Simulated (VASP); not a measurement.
# Au (Fm-3m) in VASP: further runs

Aim: see how the results for Au move with the level of theory and the settings. Levels: B3LYP, r2SCAN+rVV10, PBE. Tasks: single point.

Everything below comes from runs of VASP 6.6.1. Logs are shortened: lines on timing, memory, paths and dates and some standing lists are left out, and cuts for length are marked.

### Step 1. The cell of the first run

The structure is cubic, space group Fm-3m (No. 225). The conventional cell has a = 4.124 Å, b = 4.124 Å, c = 4.124 Å, α = 90.00°, β = 90.00°, γ = 90.00°. Au (site symmetry m-3m) has 12 Au at 2.92 Å within 3.8 Å.

### Step 2. Single point, B3LYP

Contents of POSCAR:

```
Au
1.0
    0.0000000000      2.0617793868      2.0617793868
    2.0617793868      0.0000000000      2.0617793868
    2.0617793868      2.0617793868      0.0000000000
Au
1
Direct
    0.0000000000      0.0000000000      0.0000000000
```

Contents of INCAR.step1:

```
SYSTEM = Au
PREC = Accurate
ENCUT = 520
EDIFF = 1E-5
ISMEAR = -1
SIGMA = 0.05
LREAL = .FALSE.
LASPH = .TRUE.
NELM = 60
ALGO = Normal
ISIF = 2
LWAVE = .TRUE.
LCHARG = .FALSE.
GGA = PE
NBANDS = 12
```

Contents of INCAR.step2:

```
SYSTEM = Au
PREC = Accurate
ENCUT = 520
EDIFF = 1E-6
ISMEAR = -1
SIGMA = 0.05
LREAL = .FALSE.
LASPH = .TRUE.
NELM = 60
ALGO = Normal
ISIF = 2
LWAVE = .FALSE.
LCHARG = .FALSE.
GGA = B3
LHFCALC = .TRUE.
AEXX = 0.2
AGGAX = 0.72
AGGAC = 0.81
ALDAC = 0.19
PRECFOCK = Normal
ISTART = 1
NBANDS = 12
```

Contents of KPOINTS:

```
regular mesh
0
G
  6 6 6
  0 0 0
```

Potentials or basis: VASP PAW PBE potentials, release 64 (Au).

Command:

```sh
$ cat potpaw_PBE.64/Au/POTCAR > POTCAR
$ cp INCAR.step1 INCAR
$ mpirun -np 1 vasp_std > vasp.out
$ cp INCAR.step2 INCAR
$ mpirun -np 1 vasp_std > vasp.out
```

OUTCAR:

```text
SYSTEM = Au
   PREC = Accurate
   ENCUT = 520
   EDIFF = 1E-6
   ISMEAR = -1
   LREAL = .FALSE.
   LASPH = .TRUE.
   NELM = 60
   ISIF = 2
   GGA = B3
   LHFCALC = .TRUE.
   AEXX = 0.2
   PRECFOCK = Normal
   ISTART = 1

 ion  position               nearest neighbor table
   1  0.000  0.000  0.000-

  LATTYP: Found a face centered cubic cell.
 ALAT       =     4.1235587736

  Lattice vectors:

 A1 = (   0.0000000000,   2.0617793868,   2.0617793868)
 A2 = (   2.0617793868,   0.0000000000,   2.0617793868)
 A3 = (   2.0617793868,   2.0617793868,   0.0000000000)

Analysis of symmetry for initial positions (statically):
=====================================================================
 Subroutine PRICEL returns:
 Original cell was already a primitive cell.

 Routine SETGRP: Setting up the symmetry group for a
 face centered cubic supercell.

 Subroutine GETGRP returns: Found 48 space group operations
[... 9 lines left out ...]

 Routine SETGRP: Setting up the symmetry group for a
 face centered cubic supercell.

 Subroutine GETGRP returns: Found 48 space group operations
[... 11 lines left out ...]
                                     Primitive cell

  volume of cell :      17.5290

  direct lattice vectors                    reciprocal lattice vectors
     0.000000000  2.061779387  2.061779387    -0.242508972  0.242508972  0.242508972
     2.061779387  0.000000000  2.061779387     0.242508972 -0.242508972  0.242508972
     2.061779387  2.061779387  0.000000000     0.242508972  0.242508972 -0.242508972

  length of vectors
     2.915796371  2.915796371  2.915796371     0.420037861  0.420037861  0.420037861

  position of ions in fractional coordinates (direct lattice)
     0.000000000  0.000000000  0.000000000

  ion indices of the primitive-cell ions
   primitive index   ion index
                 1           1

----------------------------------------------------------------------------------------

 KPOINTS: regular mesh

Automatic generation of k-mesh.
 Grid dimensions read from file:
 generate k-points for:    6    6    6

 Generating k-lattice:

  Cartesian coordinates                     Fractional coordinates (reciprocal lattice)
    -0.040418162  0.040418162  0.040418162     0.166666667  0.000000000  0.000000000
     0.040418162 -0.040418162  0.040418162     0.000000000  0.166666667  0.000000000
     0.040418162  0.040418162 -0.040418162     0.000000000  0.000000000  0.166666667

  Length of vectors
     0.070006310  0.070006310  0.070006310

  Shift w.r.t. Gamma in fractional coordinates (k-lattice)
     0.000000000  0.000000000  0.000000000

 Subroutine IBZKPT returns following result:
 ===========================================

 Found     16 irreducible k-points:

 Following reciprocal coordinates:
            Coordinates               Weight
  0.000000  0.000000  0.000000      1.000000
  0.166667  0.000000  0.000000      8.000000
  0.333333  0.000000  0.000000      8.000000
  0.500000  0.000000  0.000000      4.000000
  0.166667  0.166667  0.000000      6.000000
  0.333333  0.166667  0.000000     24.000000
[... 8 lines left out ...]
 -0.333333  0.333333  0.166667     24.000000
 -0.333333  0.500000  0.166667     12.000000
   k-points           NKPTS =     16   k-points in BZ     NKDIM =    216   number of bands    NBANDS=     12
   number of dos      NEDOS =    301   number of ions     NIONS =      1
   total plane-waves  NPLWV =  13824
   dimension x,y,z NGX =    24 NGY =   24 NGZ =   24
   dimension x,y,z NGXF=    48 NGYF=   48 NGZF=   48
   ions per type =               1
   NGX,Y,Z   is equivalent  to a cutoff of  13.68, 13.68, 13.68 a.u.
   NGXF,Y,Z  is equivalent  to a cutoff of  27.37, 27.37, 27.37 a.u.
 SYSTEM =  Au
   PREC   = accura    normal or accurate (medium, high low for compatibility)
   ISTART =      1    job   : 0-new  1-cont  2-samecut
   ICHARG =      0    charge: 1-file 2-atom 10-const
   ISPIN  =      1    spin polarized calculation?
   LNONCOLLINEAR =      F non collinear calculations
   LSORBIT =      F    spin-orbit coupling
   LASPH  =      T    aspherical Exc in radial PAW
   ENCUT  =  520.0 eV  38.22 Ry    6.18 a.u.   5.42  5.42  5.42*2*pi/ulx,y,z
   NELM   =     60;   NELMIN=  2; NELMDL=  0     # of ELM steps
   EDIFF  = 0.1E-05   stopping-criterion for ELM
   LREAL  =      F    real-space projection
   EDIFFG = 0.1E-04   stopping-criterion for IOM
   NSW    =      0    number of steps for IOM
   IBRION =     -1    ionic relax: 0-MD 1-quasi-New 2-CG
   NFREE  =      0    steps in history (QN), initial steepest desc. (CG)
   ISIF   =      2    stress and relaxation
   ISYM   =      3    0-nonsym 1-usesym 2-fastsym
   POTIM  = 0.5000    time-step for ionic-motion
   TEBEG  =    0.0;   TEEND  =   0.0 temperature during run
   PSTRESS=    0.0 pullay stress
   NELECT =      11.0000    total number of electrons
   NUPDOWN=      -1.0000    fix difference up-down
   EMIN   =  10.00;   EMAX   =-10.00  energy-range for DOS
   EFERMI =   0.00;   METHOD = LEGACY
   ISMEAR =    -1;   SIGMA  =   0.05  broadening in eV -4-tet -1-fermi 0-gaus
   EFERMI_NEDOS =   21; number of points for ismear=-14 and -15
   IALGO  =     38    algorithm
   IMIX   =      1    mixing-type and parameters
     AMIX     =   0.40;   BMIX     =  1.00
     AMIX_MAG =   1.60;   BMIX_MAG =  1.00
  volume/ion in A,a.u.               =      17.53       118.29
  Fermi-wavevector in a.u.,A,eV,Ry     =   1.401587  2.648616 26.727929  1.964447
  Thomas-Fermi vector in A             =   2.524434
   LORBIT       =      0    0 simple, 1 ext, 2 COOP (PROOUT), +10 PAW based schemes
   GGA     = B3    functional components
   LHFCALC =     T    Hartree Fock is set to
   PRECFOCK=normal    Normal, Fast or Accurate (Low or Medium for compatibility)
   ENCUT4O =  -1.0   cutoff for four orbital integrals eV
   NKREDX  =     1    reduce k-point grid by
   NKREDY  =     1    reduce k-point grid by
   NKREDZ  =     1    reduce k-point grid by
   AEXX    =    0.2000 exact exchange contribution
   HFSCREEN=    0.0000 screening length (either q_TF or 0.3 A-1)
   HFSCREENC=   0.0000 screening length for correlation (either q_TF or 0.3 A-1)
   ENCUTFOCK=  -1.0 apply spherical cutoff to Coloumb kernel
   IVDW    =     0    specifies the selected vdW correction
   LEPSILON=     F    determine dielectric tensor
   LRPA    =     F    only Hartree local field effects (RPA)
 non-spin polarized calculation
  energy-cutoff  :      520.00
  volume of cell :       17.53
 maximum number of plane-waves:       489
 NGX is ok and might be reduce to    24
  NGX = 18; NGY = 18; NGZ = 18

 number of electron      11.0000001 magnetization

 Free energy of the ion-electron system (eV)
  ---------------------------------------------------
  ext. energy  EPLUGINS =         0.00000000
  ---------------------------------------------------
  free energy    TOTEN  =        -2.75437069 eV

  energy without entropy =       -2.74701331  energy(sigma->0) =       -2.75069200

 E-fermi :   8.8726     XC(G=0):  -9.9471

 val. band max:        8.8470736839   @ k =   0.5000   0.3333   0.1667
 cond. band min:      10.1137883944   @ k =   0.5000   0.1667   0.0000
 fundamental gap:      1.2667147105
 Fermi energy:         8.8726274587

 k-point     1 :       0.0000    0.0000    0.0000
  band No.  band energies     occupation
      1      -1.4513      2.00000
      2       3.3501      2.00000
      3       3.3501      2.00000
      4       3.3501      2.00000
      5       4.8403      2.00000
      6       4.8403      2.00000
      7      25.0914      0.00000
      8      28.9251      0.00000
      9      28.9251      0.00000
     10      28.9251      0.00000
     11      34.0733      0.00000
     12      38.3961      0.00000

 k-point     2 :       0.1667    0.0000    0.0000
  band No.  band energies     occupation
      1      -0.4761      2.00000
      2       3.1725      2.00000
      3       3.6013      2.00000
      4       3.6013      2.00000
      5       4.8041      2.00000
      6       4.8041      2.00000
      7      24.5544      0.00000
      8      26.1752      0.00000
      9      29.8862      0.00000
     10      29.8862      0.00000
     11      32.8011      0.00000
     12      34.9474      0.00000

 k-point     3 :       0.3333    0.0000    0.0000
  band No.  band energies     occupation
      1       0.8506      2.00000
      2       3.4977      2.00000
      3       3.4977      2.00000
      4       4.6147      2.00000
      5       5.5268      2.00000
      6       5.5268      2.00000
      7      17.9599      0.00000
      8      25.4010      0.00000
      9      29.0992      0.00000
     10      29.0992      0.00000
     11      33.6685      0.00000
     12      33.9179      0.00000

 k-point     4 :       0.5000    0.0000    0.0000
  band No.  band energies     occupation
      1       0.8709      2.00000
      2       3.3064      2.00000
      3       3.3064      2.00000
      4       6.1487      2.00000
      5       6.1487      2.00000
      6       8.2258      2.00000
      7      12.7982      0.00000
      8      24.5184      0.00000
      9      27.4161      0.00000
     10      27.4161      0.00000
     11      35.2856      0.00000
     12      35.2856      0.00000

 k-point     5 :       0.1667    0.1667    0.0000
  band No.  band energies     occupation
      1      -0.1319      2.00000
      2       2.7702      2.00000
      3       3.9469      2.00000
      4       3.9469      2.00000
      5       4.2820      2.00000
      6       5.1216      2.00000
      7      26.4838      0.00000
      8      27.0028      0.00000
      9      27.3641      0.00000
     10      27.3641      0.00000
     11      32.0954      0.00000
     12      35.2143      0.00000
[... 108 lines left out ...]
      1       1.0399      2.00000
      2       1.3080      2.00000
      3       6.0426      2.00000
      4       6.5236      2.00000
      5       6.5236      2.00000
      6      10.8604      0.00000
      7      15.7397      0.00000
      8      20.2075      0.00000
      9      20.2075      0.00000
     10      27.6416      0.00000
     11      30.2063      0.00000
     12      37.9951      0.00000

 k-point    14 :       0.5000    0.3333    0.1667
  band No.  band energies     occupation
      1       2.2846      2.00000
      2       2.3518      2.00000
      3       3.1599      2.00000
      4       5.1051      2.00000
      5       5.4542      2.00000
      6       8.8471      1.25012
      7      18.6981      0.00000
      8      20.4152      0.00000
      9      23.7412      0.00000
     10      30.5704      0.00000
     11      31.0213      0.00000
     12      35.9358      0.00000

 k-point    15 :      -0.3333    0.3333    0.1667
  band No.  band energies     occupation
      1       2.4071      2.00000
      2       2.4288      2.00000
      3       3.4196      2.00000
      4       4.6558      2.00000
      5       6.0812      2.00000
      6      13.1871      0.00000
      7      13.9625      0.00000
      8      19.9293      0.00000
      9      21.8943      0.00000
     10      29.7240      0.00000
     11      33.6991      0.00000
     12      38.2607      0.00000

 k-point    16 :      -0.3333    0.5000    0.1667
  band No.  band energies     occupation
      1       1.7851      2.00000
      2       2.0607      2.00000
      3       4.2316      2.00000
      4       5.1868      2.00000
      5       6.5160      2.00000
      6      14.0675      0.00000
      7      14.9572      0.00000
      8      18.2951      0.00000
      9      19.6575      0.00000
     10      31.4517      0.00000
     11      31.9703      0.00000
     12      35.3500      0.00000

------------------------ aborting loop because EDIFF is reached ----------------------------------------

  FORCE on cell =-STRESS in cart. coord.  units (eV):
  Direction    XX          YY          ZZ          XY          YZ          ZX
  --------------------------------------------------------------------------------------
  -------------------------------------------------------------------------------------
  Total        1.3011472      1.3011472      1.3011472     -0.0000000      0.0000000      0.0000000
  in kB      118.9269961    118.9269961    118.9269961     -0.0000000      0.0000000      0.0000000
  external PRESSURE =     118.9269961 kB  Pullay stress =       0.0000000 kB

 VOLUME and BASIS-vectors are now :
 -----------------------------------------------------------------------------
  energy-cutoff  :      520.00
  volume of cell :       17.53
      direct lattice vectors                 reciprocal lattice vectors
     0.000000000  2.061779387  2.061779387    -0.242508972  0.242508972  0.242508972
     2.061779387  0.000000000  2.061779387     0.242508972 -0.242508972  0.242508972
     2.061779387  2.061779387  0.000000000     0.242508972  0.242508972 -0.242508972

 POSITION                                       TOTAL-FORCE (eV/Angst)
 -----------------------------------------------------------------------------------
      0.00000      0.00000      0.00000         0.000000      0.000000      0.000000
 -----------------------------------------------------------------------------------
    total drift:                               -0.000000     -0.000000     -0.000000

  FREE ENERGIE OF THE ION-ELECTRON SYSTEM (eV)
  ---------------------------------------------------
  free  energy   TOTEN  =        -2.7543706884 eV

  energy  without entropy=       -2.7470133077  energy(sigma->0) =       -2.75069200
```

It took 11 min on 1 thread of Intel Xeon 6975P-C, shared host; peak memory 0.16 GiB.

What came out:

```yaml
Free_energy: -2.7544 eV
Pressure: 11.9 GPa
```

Caveat: the k points lie up to 0.44 Å⁻¹ apart; the PAW data sets were made with another functional, which shifts forces and pressure a little; spin-orbit coupling is left out, which moves the levels of the heavy elements.

### Step 3. Single point, B3LYP

This run uses another cell than the first one, of 17.87 Å³/atom, 1.019 times its volume.

Contents of POSCAR:

```
Au
1.0
    0.0000000000      2.0749120936      2.0749120936
    2.0749120936      0.0000000000      2.0749120936
    2.0749120936      2.0749120936      0.0000000000
Au
1
Direct
    0.0000000000      0.0000000000      0.0000000000
```

Contents of INCAR.step1:

```
  PREC = Accurate
  ENCUT = 520
  EDIFF = 1E-5
  ISMEAR = -1
  SIGMA = 0.05
  LREAL = False
  LASPH = True
  NELM = 100
  ALGO = Normal
  ISIF = 2
  LWAVE = True
  GGA = PE
  NBANDS = 12
```

Contents of INCAR.step2:

```
  PREC = Accurate
  ENCUT = 520
  EDIFF = 1E-6
  ISMEAR = -1
  SIGMA = 0.05
  LREAL = False
  LASPH = True
  NELM = 100
  ALGO = Normal
  ISIF = 2
  LWAVE = False
  LCHARG = True
  GGA = B3
  LHFCALC = True
  AEXX = 0.2
  AGGAX = 0.72
  AGGAC = 0.81
  ALDAC = 0.19
  PRECFOCK = Normal
  LELF = True
  LVHAR = True
  ISTART = 1
  NBANDS = 12
```

Contents of KPOINTS:

```
regular mesh
0
Gamma
  6 6 6
```

Potentials or basis: VASP PAW PBE potentials, release 64 (Au).

Command:

```sh
$ cat potpaw_PBE.64/Au/POTCAR > POTCAR
$ cp INCAR.step1 INCAR
$ mpirun -np 1 vasp_std > vasp.out
$ cp INCAR.step2 INCAR
$ mpirun -np 1 vasp_std > vasp.out
```

Wall time 10 min (1 thread of Intel Xeon 6975P-C, shared host); peak memory 0.15 GiB.

The run converged. Its results:

```yaml
Free_energy: -2.7761 eV
Pressure: 8.6 GPa
```

Levels at points of the mesh, in eV from the Fermi level:
| k point | band 4 | band 5 | band 6 | band 7 | band 8 | band 9 |
| --- | --- | --- | --- | --- | --- | --- |
| (0.00, 0.00, 0.00) | -5.41 | -3.97 | -3.97 | 16.25 | 19.97 | 19.97 |
| (0.50, 0.00, 0.00) | -2.70 | -2.70 | -0.54 | 3.83 | 15.67 | 18.40 |
| (0.50, 0.50, 0.00) | -2.34 | -2.34 | 2.06 | 6.72 | 11.29 | 11.29 |

Caveat: the k points lie up to 0.44 Å⁻¹ apart; the PAW data sets were made with another functional, which shifts forces and pressure a little; spin-orbit coupling is left out, which moves the levels of the heavy elements.

### Step 4. Single point, r2SCAN+rVV10

This run uses another cell than the first one, of 16.85 Å³/atom, 0.962 times its volume.

Contents of POSCAR:

```
Au
1.0
    0.0000000000      2.0350000000      2.0350000000
    2.0350000000      0.0000000000      2.0350000000
    2.0350000000      2.0350000000      0.0000000000
Au
1
Direct
    0.0000000000      0.0000000000      0.0000000000
```

Contents of INCAR.step1:

```
SYSTEM = Au
PREC     = Accurate       ! precision mode
ENCUT    = 550            ! plane-wave cutoff, eV
ISMEAR   = -1             ! smearing method
SIGMA    = 0.05           ! smearing width, eV
LREAL    = .False.        ! projectors in reciprocal space
LASPH    = .True.         ! aspherical terms in the spheres
NELM     = 120            ! most SCF steps
NBANDS   = 16             ! bands
GGA      = PE             ! functional
ALGO     = Normal         ! electronic algorithm
EDIFF    = 1E-5           ! SCF threshold, eV
LWAVE    = .True.         ! write WAVECAR
LCHARG   = .False.        ! write CHGCAR
GGA_COMPAT= .False.
```

Contents of INCAR.step2:

```
SYSTEM = Au
PREC     = Accurate       ! precision mode
ENCUT    = 550            ! plane-wave cutoff, eV
EDIFF    = 1E-6           ! SCF threshold, eV
ISMEAR   = -1             ! smearing method
SIGMA    = 0.05           ! smearing width, eV
LREAL    = .False.        ! projectors in reciprocal space
LASPH    = .True.         ! aspherical terms in the spheres
NELM     = 120            ! most SCF steps
ALGO     = Normal         ! electronic algorithm
ISIF     = 2              ! what is computed and relaxed
LWAVE    = .False.        ! write WAVECAR
LCHARG   = .False.        ! write CHGCAR
METAGGA  = R2SCAN         ! meta-GGA
LMIXTAU  = .True.       
LUSE_VDW = .True.       
IVDW_NL  = 2            
BPARAM   = 11.95        
CPARAM   = 0.0093       
NBANDS   = 16             ! bands
ISTART   = 1            
GGA_COMPAT= .False.
```

Contents of KPOINTS:

```
regular mesh
0
Gamma
  11 11 11
  0 0 0
```

Potentials or basis: VASP PAW PBE potentials, release 64 (Au_sv_GW).

Command:

```sh
$ cat potpaw_PBE.64/Au_sv_GW/POTCAR > POTCAR
$ cp INCAR.step1 INCAR
$ mpirun -np 1 vasp_std > vasp.out
$ cp INCAR.step2 INCAR
$ mpirun -np 1 vasp_std > vasp.out
```

Wall time 84 s (1 thread of Intel Xeon Platinum 8375C at 2.90GHz (Ice Lake), shared host); peak memory 0.22 GiB.

Results (log left out):

```
Free energy : -49.4331 eV
Pressure    : 3.9 GPa
```

Levels at points of the mesh, in eV from the Fermi level:
```csv
k point,band 6,band 7,band 8,band 9,band 10,band 11,band 12,band 13,band 14,band 15
"(0.00, 0.00, 0.00)",-5.12,-5.12,-5.12,-3.56,-3.56,15.09,19.25,19.25,19.25,24.67
```

Caveat: the PAW data sets were made with another functional, which shifts forces and pressure a little; spin-orbit coupling is left out, which moves the levels of the heavy elements.

### Step 5. Single point, PBE

This run uses another cell than the first one, of 16.85 Å³/atom, 0.962 times its volume.

Contents of INCAR:

```
  PREC = Accurate
  ENCUT = 500
  EDIFF = 1E-6
  ISMEAR = -1
  SIGMA = 0.06
  LREAL = F
  LASPH = T
  NELM = 120
  ALGO = Normal
  ISIF = 2
  LWAVE = F
  LCHARG = T
  GGA = PE
  LELF = T
  LVHAR = T
  NBANDS = 12
  GGA_COMPAT = F
```

Contents of KPOINTS:

```
Automatic mesh
0
Gamma
  4 4 4
```

POSCAR is that of step 4.

Potentials or basis: VASP PAW PBE potentials, release 64 (Au).

Command:

```sh
$ cat potpaw_PBE.64/Au/POTCAR > POTCAR
$ mpirun -np 1 vasp_std > vasp.out
```

Wall time 5.3 s (1 thread of Intel Xeon 8259CL, shared host); peak memory 0.14 GiB.

It converged, with:

```
Free energy : -2.9777 eV
Pressure    : 13.2 GPa
```

Levels at points of the mesh, in eV from the Fermi level:
```tsv
k point	band 2	band 3	band 4	band 5	band 6	band 7	band 8	band 9	band 10	band 11
(0.00, 0.00, 0.00)	-5.59	-5.59	-5.59	-4.05	-4.05	13.66	17.73	17.73	17.73	22.66
(0.50, 0.00, 0.00)	-5.63	-5.63	-2.82	-2.82	-1.85	2.29	13.11	16.37	16.37	24.26
(0.50, 0.50, 0.00)	-7.69	-2.87	-2.50	-2.50	0.15	5.02	9.20	9.20	16.49	19.13
```

Caveat: the k points lie up to 0.67 Å⁻¹ apart; spin-orbit coupling is left out, which moves the levels of the heavy elements.

(Part 1 of 2 ends here.)
